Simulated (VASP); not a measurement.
# InSe in VASP: a series of runs

The runs below take InSe through single point, with PBE+D3(BJ).

All numbers are computed with VASP 6.6.1; they aren't measurements. Logs are shortened: lines on timing, memory, paths and dates and some standing lists are left out, and cuts for length are marked.

## (1) The cell of the first run

The cell holds a slab with vacuum, 4 atoms: a = 3.960 Å, b = 3.960 Å, c = 36.721 Å, α = 90.00°, β = 90.00°, γ = 120.00°.

## (2) Single point, PBE+D3(BJ)

INCAR reads:

```
SYSTEM = InSe
PREC = Accurate ; ENCUT = 520
EDIFF = 1E-6 ; ISMEAR = 0
SIGMA = 0.02 ; LREAL = .False.
LASPH = .True. ; NELM = 60
ALGO = Normal ; ISIF = 2
LWAVE = .False. ; LCHARG = .False.
LDIPOL = .True. ; IDIPOL = 3
DIPOL = 0.5 0.5 0.500 ; GGA = PE
IVDW = 12 ; NBANDS = 27
```

KPOINTS reads:

```
Automatic mesh
0
Gamma
  9 9 1
  0 0 0
```

POSCAR reads:

```
InSe
1.0
    3.9600000000      0.0000000000      0.0000000000
   -1.9800000000      3.4294605990      0.0000000000
    0.0000000000      0.0000000000     36.7211901288
Se In
2 2
Direct
    0.0000000000      0.0000000000      0.4218840838
    0.0000000000      0.0000000000      0.5780881714
    0.6666666667      0.3333333333      0.4594599339
    0.6666666667      0.3333333333      0.5405123784
```

Potentials or basis: VASP PAW PBE potentials, release 64 (Se, In_d).

Launch:

```bash
cat potpaw_PBE.64/Se/POTCAR potpaw_PBE.64/In_d/POTCAR > POTCAR
mpirun -np 1 vasp_std > vasp.out
```

OUTCAR:

```text
SYSTEM = InSe
   PREC = Accurate
   ENCUT = 520
   EDIFF = 1E-6
   ISMEAR = 0
   LREAL = .False.
   LASPH = .True.
   NELM = 60
   ISIF = 2
   GGA = PE
   IVDW = 12
 IVDW          = 12

 ion  position               nearest neighbor table
   1  0.000  0.000  0.422-   3 2.67   3 2.67   3 2.67
   2  0.000  0.000  0.578-   4 2.67   4 2.67   4 2.67
   3  0.667  0.333  0.459-   1 2.67   1 2.67   1 2.67   4 2.98
   4  0.667  0.333  0.541-   2 2.67   2 2.67   2 2.67   3 2.98

  LATTYP: Found a hexagonal cell.
 ALAT       =     3.9600000000
 C/A-ratio  =     9.2730278103

  Lattice vectors:

 A1 = (   3.9600000000,   0.0000000000,   0.0000000000)
 A2 = (  -1.9800000000,   3.4294605990,   0.0000000000)
 A3 = (   0.0000000000,   0.0000000000,  36.7211901288)

Analysis of symmetry for initial positions (statically):
=====================================================================
 Subroutine PRICEL returns:
 Original cell was already a primitive cell.

 Routine SETGRP: Setting up the symmetry group for a
 hexagonal supercell.

 Subroutine GETGRP returns: Found 12 space group operations
 (whereof  6 operations were pure point group operations)
 out of a pool of 24 trial point group operations.

The static configuration has the point symmetry C_3v.
 The point group associated with its full space group is D_3h.

Analysis of symmetry for dynamics (positions and initial velocities):
=====================================================================
 Subroutine PRICEL returns:
 Original cell was already a primitive cell.

 Routine SETGRP: Setting up the symmetry group for a
 hexagonal supercell.

 Subroutine GETGRP returns: Found 12 space group operations
 (whereof  6 operations were pure point group operations)
 out of a pool of 24 trial point group operations.

The dynamic configuration has the point symmetry C_3v.
 The point group associated with its full space group is D_3h.

 Subroutine INISYM returns: Found 12 space group operations
 (whereof  6 operations are pure point group operations),
 and found     1 'primitive' translations

----------------------------------------------------------------------------------------

                                     Primitive cell

  volume of cell :     498.6981

  direct lattice vectors                    reciprocal lattice vectors
     3.960000000  0.000000000  0.000000000     0.252525253  0.145795523  0.000000000
    -1.980000000  3.429460599  0.000000000     0.000000000  0.291591045  0.000000000
     0.000000000  0.000000000 36.721190129     0.000000000  0.000000000  0.027232233
[... 84 lines left out ...]
   TEBEG  =    0.0;   TEEND  =   0.0 temperature during run
   PSTRESS=    0.0 pullay stress
   NELECT =      38.0000    total number of electrons
   NUPDOWN=      -1.0000    fix difference up-down
   EMIN   =  10.00;   EMAX   =-10.00  energy-range for DOS
   EFERMI =   0.00;   METHOD = LEGACY
   ISMEAR =     0;   SIGMA  =   0.02  broadening in eV -4-tet -1-fermi 0-gaus
   EFERMI_NEDOS =   21; number of points for ismear=-14 and -15
   IALGO  =     38    algorithm
   IMIX   =      4    mixing-type and parameters
     AMIX     =   0.40;   BMIX     =  1.00
     AMIX_MAG =   1.60;   BMIX_MAG =  1.00
  volume/ion in A,a.u.               =     124.67       841.35
  Fermi-wavevector in a.u.,A,eV,Ry     =   0.694049  1.311562  6.553980  0.481704
  Thomas-Fermi vector in A             =   1.776433
   LORBIT       =      0    0 simple, 1 ext, 2 COOP (PROOUT), +10 PAW based schemes
   GGA     = PE    functional components
   LHFCALC =     F    Hartree Fock is set to
   AEXX    =    0.0000 exact exchange contribution
   IVDW    =    12    specifies the selected vdW correction
   LEPSILON=     F    determine dielectric tensor
   LRPA    =     F    only Hartree local field effects (RPA)
 non-spin polarized calculation
 Gauss-broadening in eV      SIGMA  =   0.02
  energy-cutoff  :      520.00
  volume of cell :      498.70
 maximum number of plane-waves:     13559
 NGX is ok and might be reduce to    30
   NGX = 15   NGY = 15   NGZ =137

 dipolmoment           0.000000      0.000000      0.000000 electrons x Angstroem

 number of electron      37.9999988 magnetization

 dipolmoment           0.000000      0.000000     -0.000013 electrons x Angstroem

 Free energy of the ion-electron system (eV)
  ---------------------------------------------------
  ext. energy  EPLUGINS =         0.00000000
  ---------------------------------------------------
  free energy    TOTEN  =       -14.10066777 eV

  energy without entropy =      -14.10066777  energy(sigma->0) =      -14.10066777

 E-fermi :  -3.8558     XC(G=0):  -2.4088

 val. band max:       -3.9659453018   @ k =   0.1111   0.1111   0.0000
 cond. band min:      -2.1309356046   @ k =   0.0000   0.0000   0.0000
 fundamental gap:      1.8350096971
 Fermi energy:        -3.8557898961

 k-point     1 :       0.0000    0.0000    0.0000
  band No.  band energies     occupation
      1     -17.6391      2.00000
      2     -17.5531      2.00000
      3     -17.5531      2.00000
      4     -17.5150      2.00000
      5     -17.5150      2.00000
      6     -17.4701      2.00000
[... 349 lines left out ...]
     26       4.2025      0.00000
     27       4.3873      0.00000

------------------------ aborting loop because EDIFF is reached ----------------------------------------

 vacuum level on the upper side and lower side of the slab       (xc-potential included)        -0.005        -0.005

 Edisp (eV)   -0.88244

 E8    (eV) :    -0.4245

  FORCE on cell =-STRESS in cart. coord.  units (eV):
  Direction    XX          YY          ZZ          XY          YZ          ZX
  --------------------------------------------------------------------------------------
  -------------------------------------------------------------------------------------
  Total       0.44283     0.44283    -3.04798     0.00000     0.00000     0.00000
  in kB       1.42267     1.42267    -9.79229     0.00000     0.00000     0.00000
  external pressure =       -2.32 kB  Pullay stress =        0.00 kB

 VOLUME and BASIS-vectors are now :
 -----------------------------------------------------------------------------
  energy-cutoff  :      520.00
  volume of cell :      498.70
      direct lattice vectors                 reciprocal lattice vectors
     3.960000000  0.000000000  0.000000000     0.252525253  0.145795523  0.000000000
    -1.980000000  3.429460599  0.000000000     0.000000000  0.291591045  0.000000000
     0.000000000  0.000000000 36.721190129     0.000000000  0.000000000  0.027232233

 POSITION                                       TOTAL-FORCE (eV/Angst)
 -----------------------------------------------------------------------------------
      0.00000      0.00000     15.49209         0.000000     -0.000000      0.328980
      0.00000      0.00000     21.22809         0.000000     -0.000000     -0.328980
      1.98000      1.14315     16.87192        -0.000000      0.000000      0.382522
      1.98000      1.14315     19.84826        -0.000000      0.000000     -0.382522
 -----------------------------------------------------------------------------------
    total drift:                               -0.000000      0.000000     -0.001595

  FREE ENERGIE OF THE ION-ELECTRON SYSTEM (eV)
  ---------------------------------------------------
  free  energy   TOTEN  =       -14.9831091638 eV

  energy  without entropy=      -14.9831091638  energy(sigma->0) =      -14.98310916

 vacuum level on the upper side and lower side of the slab         2.171         2.171
```

It took 2.5 min on 1 thread of Intel Xeon 6975P-C (Granite Rapids), shared host; peak memory 0.59 GiB.

Results:

| Property | Result |
| --- | --- |
| Free energy | -14.9831 eV |
| Largest force | 0.383 eV/Å |
| Band gap on the k mesh | 1.83 eV |
| Dispersion energy per atom | -0.221 eV |

Forces on the atoms (eV/Å):
```
Se   0.000  0.000  0.329
Se   0.000  0.000 -0.329
In   0.000  0.000  0.383
In   0.000  0.000 -0.383
```

Levels at points of the mesh, in eV from the valence-band top:
| k point | band 15 | band 16 | band 17 | band 18 | band 19 | band 20 | band 21 | band 22 | band 23 | band 24 |
| --- | --- | --- | --- | --- | --- | --- | --- | --- | --- | --- |
| (0.00, 0.00, 0.00) | -0.11 | -0.05 | -0.05 | 0.00 | 0.00 | 1.83 | 3.23 | 5.64 | 5.67 | 5.67 |

Caveat: spin-orbit coupling is left out, which moves the levels of the heavy elements.

## (3) Single point, PBE+D3(BJ)

INCAR reads:

```
  ALGO = Normal
  DIPOL = 0.5 0.5 0.500
  EDIFF = 1E-6
  ENCUT = 520
  GGA = PE
  IDIPOL = 3
  ISIF = 2
  ISMEAR = 0
  IVDW = 12
  LASPH = True
  LCHARG = True
  LDIPOL = True
  LELF = True
  LREAL = False
  LVACPOTAV = True
  LVHAR = True
  LWAVE = False
  NBANDS = 27
  NELM = 60
  PREC = Accurate
  SIGMA = 0.02
```

KPOINTS reads:

```
k-points
0
Gamma
  9 9 1
```

POSCAR reads:

```
InSe
1.0
    3.9600000000      0.0000000000      0.0000000000
   -1.9800000000      3.4294605990      0.0000000000
    0.0000000000      0.0000000000     36.7211901288
Se In
2 2
Direct
    0.0000000000      0.0000000000      0.4298358958
    0.0000000000      0.0000000000      0.5701363594
    0.6666666667      0.3333333333      0.4635860318
    0.6666666667      0.3333333333      0.5363862748
```

Potentials or basis: VASP PAW PBE potentials, release 64 (Se, In_d).

Launch:

```bash
cat potpaw_PBE.64/Se/POTCAR potpaw_PBE.64/In_d/POTCAR > POTCAR
mpirun -np 1 vasp_std > vasp.out
```

OUTCAR:

```text
EDIFF = 1E-6
   ENCUT = 520
   GGA = PE
   ISIF = 2
   ISMEAR = 0
   IVDW = 12
   LASPH = True
   LREAL = False
   NELM = 60
   PREC = Accurate
 IVDW          = 12

 ion  position               nearest neighbor table
   1  0.000  0.000  0.430-   3 2.60   3 2.60   3 2.60
   2  0.000  0.000  0.570-   4 2.60   4 2.60   4 2.60
   3  0.667  0.333  0.464-   1 2.60   1 2.60   1 2.60   4 2.67
   4  0.667  0.333  0.536-   2 2.60   2 2.60   2 2.60   3 2.67

  LATTYP: Found a hexagonal cell.
 ALAT       =     3.9600000000
 C/A-ratio  =     9.2730278103

  Lattice vectors:

 A1 = (   3.9600000000,   0.0000000000,   0.0000000000)
 A2 = (  -1.9800000000,   3.4294605990,   0.0000000000)
 A3 = (   0.0000000000,   0.0000000000,  36.7211901288)

Analysis of symmetry for initial positions (statically):
=====================================================================
 Subroutine PRICEL returns:
 Original cell was already a primitive cell.

 Routine SETGRP: Setting up the symmetry group for a
 hexagonal supercell.

 Subroutine GETGRP returns: Found 12 space group operations
 (whereof  6 operations were pure point group operations)
 out of a pool of 24 trial point group operations.

The static configuration has the point symmetry C_3v.
 The point group associated with its full space group is D_3h.

Analysis of symmetry for dynamics (positions and initial velocities):
=====================================================================
 Subroutine PRICEL returns:
 Original cell was already a primitive cell.

 Routine SETGRP: Setting up the symmetry group for a
 hexagonal supercell.

 Subroutine GETGRP returns: Found 12 space group operations
 (whereof  6 operations were pure point group operations)
 out of a pool of 24 trial point group operations.

The dynamic configuration has the point symmetry C_3v.
 The point group associated with its full space group is D_3h.

 Subroutine INISYM returns: Found 12 space group operations
 (whereof  6 operations are pure point group operations),
 and found     1 'primitive' translations
[... 112 lines left out ...]
   LHFCALC =     F    Hartree Fock is set to
   AEXX    =    0.0000 exact exchange contribution
   IVDW    =    12    specifies the selected vdW correction
   LEPSILON=     F    determine dielectric tensor
   LRPA    =     F    only Hartree local field effects (RPA)
 non-spin polarized calculation
 Gauss-broadening in eV      SIGMA  =   0.02
  energy-cutoff  :      520.00
  volume of cell :      498.70
 maximum number of plane-waves:     13559
 NGX is ok and might be reduce to    30
   NGX = 15   NGY = 15   NGZ =137

 dipolmoment           0.000000      0.000000      0.000000 electrons x Angstroem

 number of electron      37.9999986 magnetization

 dipolmoment           0.000000      0.000000     -0.000011 electrons x Angstroem

 Free energy of the ion-electron system (eV)
  ---------------------------------------------------
  ext. energy  EPLUGINS =         0.00000000
  ---------------------------------------------------
  free energy    TOTEN  =       -14.01924716 eV

  energy without entropy =      -14.01924716  energy(sigma->0) =      -14.01924716

 E-fermi :  -3.6014     XC(G=0):  -2.3283

 val. band max:       -3.7217000944   @ k =   0.1111   0.1111   0.0000
 cond. band min:      -1.9657990894   @ k =   0.0000   0.0000   0.0000
 fundamental gap:      1.7559010050
 Fermi energy:        -3.6014225992

 k-point     1 :       0.0000    0.0000    0.0000
  band No.  band energies     occupation
      1     -17.9772      2.00000
      2     -17.7158      2.00000
      3     -17.7158      2.00000
      4     -17.5907      2.00000
      5     -17.5907      2.00000
      6     -17.5869      2.00000
[... 349 lines left out ...]
     26       4.1908      0.00000
     27       4.2899      0.00000

------------------------ aborting loop because EDIFF is reached ----------------------------------------

 vacuum level on the upper side and lower side of the slab       (xc-potential included)        -0.103        -0.103

 Edisp (eV)   -0.94427

 E8    (eV) :    -0.4565

  FORCE on cell =-STRESS in cart. coord.  units (eV):
  Direction    XX          YY          ZZ          XY          YZ          ZX
  --------------------------------------------------------------------------------------
  -------------------------------------------------------------------------------------
  Total       2.58263     2.58263     3.82271     0.00000     0.00000     0.00000
  in kB       8.29727     8.29727    12.28129     0.00000     0.00000     0.00000
  external pressure =        9.63 kB  Pullay stress =        0.00 kB

 VOLUME and BASIS-vectors are now :
 -----------------------------------------------------------------------------
  energy-cutoff  :      520.00
  volume of cell :      498.70
      direct lattice vectors                 reciprocal lattice vectors
     3.960000000  0.000000000  0.000000000     0.252525253  0.145795523  0.000000000
    -1.980000000  3.429460599  0.000000000     0.000000000  0.291591045  0.000000000
     0.000000000  0.000000000 36.721190129     0.000000000  0.000000000  0.027232233

 POSITION                                       TOTAL-FORCE (eV/Angst)
 -----------------------------------------------------------------------------------
      0.00000      0.00000     15.78409         0.000000      0.000000     -0.706309
      0.00000      0.00000     20.93609         0.000000      0.000000      0.706309
      1.98000      1.14315     17.02343        -0.000000     -0.000000     -0.077391
      1.98000      1.14315     19.69674        -0.000000     -0.000000      0.077391
 -----------------------------------------------------------------------------------
    total drift:                               -0.000000      0.000000     -0.001431

  FREE ENERGIE OF THE ION-ELECTRON SYSTEM (eV)
  ---------------------------------------------------
  free  energy   TOTEN  =       -14.9635146269 eV

  energy  without entropy=      -14.9635146269  energy(sigma->0) =      -14.96351463

 vacuum level on the upper side and lower side of the slab         2.169         2.169
```

OSZICAR:

```text
N       E                     dE             d eps       ncg     rms          rms(c)
DAV:   1     0.303821555952E+03    0.30382E+03   -0.14440E+04   728   0.106E+03
DAV:   2     0.215562392733E+02   -0.28227E+03   -0.27672E+03   781   0.266E+02
DAV:   3    -0.132285629241E+02   -0.34785E+02   -0.34395E+02   853   0.117E+02
[... 14 lines left out ...]
DAV:  18    -0.140192300928E+02   -0.96035E-05   -0.18250E-07   607   0.184E-03    0.672E-04
DAV:  19    -0.140192419971E+02   -0.11904E-04   -0.19300E-07   543   0.265E-03    0.660E-04
DAV:  20    -0.140192444420E+02   -0.24449E-05   -0.95984E-08   585   0.156E-03    0.678E-04
DAV:  21    -0.140192461784E+02   -0.17364E-05   -0.34959E-08   552   0.930E-04    0.345E-04
DAV:  22    -0.140192471577E+02   -0.97930E-06   -0.17302E-08   517   0.781E-04
   1 F= -.14963515E+02 E0= -.14963515E+02  d E =-.171782E-18
```

stdout:

```text
POSCAR found type information on POSCAR SeIn
 POSCAR found :  2 types and       4 ions
 scaLAPACK will be used
 LDA part: xc-table for (Slater+PW92), standard interpolation
 POSCAR, INCAR and KPOINTS ok, starting setup
 FFT: planning ... GRIDC
 FFT: planning ... GRID_SOFT
 FFT: planning ... GRID
 WAVECAR not read
 entering main loop
```

It took 2.6 min on 1 thread of Intel Xeon 6975P-C (Granite Rapids), shared host; peak memory 0.58 GiB.

Results:

| Item | Value |
| --- | --- |
| Free energy | -14.9635 eV |
| Largest force | 0.706 eV/Å |
| Band gap on the k mesh | 1.76 eV (least direct gap 1.84 eV) |
| Dispersion energy per atom | -0.236 eV |
| Ionisation potential of the upper face | 5.89 eV |

Forces on the atoms (eV/Å):
```
Se   0.000  0.000 -0.706
Se   0.000  0.000  0.706
In   0.000  0.000 -0.077
In   0.000  0.000  0.077
```

Levels at points of the mesh, in eV from the valence-band top:
| k point | band 16 | band 17 | band 18 | band 19 | band 20 | band 21 | band 22 | band 23 |
| --- | --- | --- | --- | --- | --- | --- | --- | --- |
| (0.00, 0.00, 0.00) | -0.58 | -0.49 | -0.49 | -0.08 | 1.76 | 2.91 | 5.03 | 5.03 |

Caveat: spin-orbit coupling is left out, which moves the levels of the heavy elements.
